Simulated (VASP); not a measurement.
**MgO: single point with PBE+D3(BJ)**

MgO:

```
CELL_PARAMETERS angstrom
0.00000 4.22510 4.22510
4.22510 0.00000 4.22510
4.22510 4.22510 0.00000
ATOMIC_POSITIONS crystal
Mg 0.01140 0.03393 0.93608
Mg 0.01101 0.05070 0.43332
Mg 0.00959 0.53864 0.95468
Mg 0.99753 0.53915 0.46997
Mg 0.50920 0.07534 0.94464
Mg 0.51856 0.03355 0.46535
Mg 0.54142 0.52667 0.94520
Mg 0.51189 0.56860 0.41985
O 0.26770 0.30041 0.17688
O 0.25673 0.28174 0.70119
O 0.27567 0.75677 0.20398
O 0.24674 0.78476 0.68514
O 0.79060 0.26221 0.20273
O 0.75253 0.28918 0.70076
O 0.79511 0.77432 0.19171
O 0.76268 0.80071 0.71364
```

```json
{
  "Program": "VASP 6.6.1",
  "Task": "single point",
  "Functional": "PBE",
  "Dispersion": "D3(BJ)",
  "Potentials or basis": "VASP PAW PBE potentials, release 64 (Mg, O)",
  "Cutoff": "520 eV",
  "k mesh": "2 × 2 × 2",
  "Occupations": "fermi-dirac, width 0.05 eV",
  "Spin": "no spin polarisation",
  "Dipole correction": "no",
  "Further INCAR settings": "LREAL = Auto; ALGO = Normal; EDIFF = 1e-06; NBANDS = 46"
}
```

```
Pressure                   : 0.7 GPa
Largest force              : 2.080 eV/Å
Band gap on the k mesh     : 4.33 eV, direct
Dispersion energy per atom : -0.290 eV
```

Forces on the atoms (eV/Å):
```
Mg  -0.300  1.228  0.245
Mg  -0.304  1.339 -0.140
Mg  -0.590  0.108  0.665
Mg  -1.040  0.162  1.160
Mg  -1.448 -0.192 -1.482
Mg  -0.043 -0.649 -0.031
Mg   1.218 -0.767 -0.798
Mg   0.062  1.036 -0.923
O    0.505  1.229 -0.595
O   -0.067 -0.037  0.008
O    0.471 -0.984  0.858
O    0.335  0.781  1.600
O    0.485 -1.844 -0.109
O    0.119  0.092  1.415
O    1.480 -0.833 -0.952
O   -0.884 -0.668 -0.921
```

Stress tensor (GPa, compression positive):
```
 0.13  0.20 -0.39
 0.20  1.90  0.30
-0.39  0.30  0.17
```

Levels at points of the mesh, in eV from the valence-band top:
| k point | band 29 | band 30 | band 31 | band 32 | band 33 | band 34 | band 35 | band 36 |
| --- | --- | --- | --- | --- | --- | --- | --- | --- |
| (0.00, 0.00, 0.00) | -0.64 | -0.13 | -0.03 | 0.00 | 4.33 | 7.40 | 7.42 | 7.60 |
| (0.50, 0.00, 0.00) | -0.78 | -0.73 | -0.18 | -0.13 | 6.48 | 6.85 | 8.70 | 8.93 |
| (0.00, 0.50, 0.00) | -0.58 | -0.51 | -0.33 | -0.26 | 6.61 | 6.67 | 8.83 | 8.96 |
| (0.00, 0.00, 0.50) | -0.51 | -0.45 | -0.37 | -0.24 | 6.55 | 6.68 | 8.75 | 8.98 |
| (0.50, 0.50, 0.50) | -0.54 | -0.43 | -0.37 | -0.24 | 6.58 | 6.75 | 8.81 | 8.97 |
| (0.50, 0.50, 0.00) | -0.76 | -0.69 | -0.66 | -0.39 | 7.33 | 7.74 | 8.69 | 8.88 |
| (0.00, 0.50, 0.50) | -0.68 | -0.63 | -0.51 | -0.40 | 7.32 | 7.71 | 8.46 | 8.68 |
| (0.50, 0.00, 0.50) | -0.78 | -0.62 | -0.54 | -0.38 | 7.46 | 7.52 | 8.48 | 8.80 |

Wall time 2.4 min on 1 thread of Intel(R) Xeon(R) Platinum 8259CL CPU @ 2.50GHz (Skylake/Cascade Lake) (shared host), peak memory 0.32 GiB.

Caveat: the k points lie up to 0.64 Å⁻¹ apart; forces of over 1 eV/Å act on the atoms, so gaps and moduli don't describe the material at rest. PBE gaps usually lie below the measured ones, often by a third to a half.
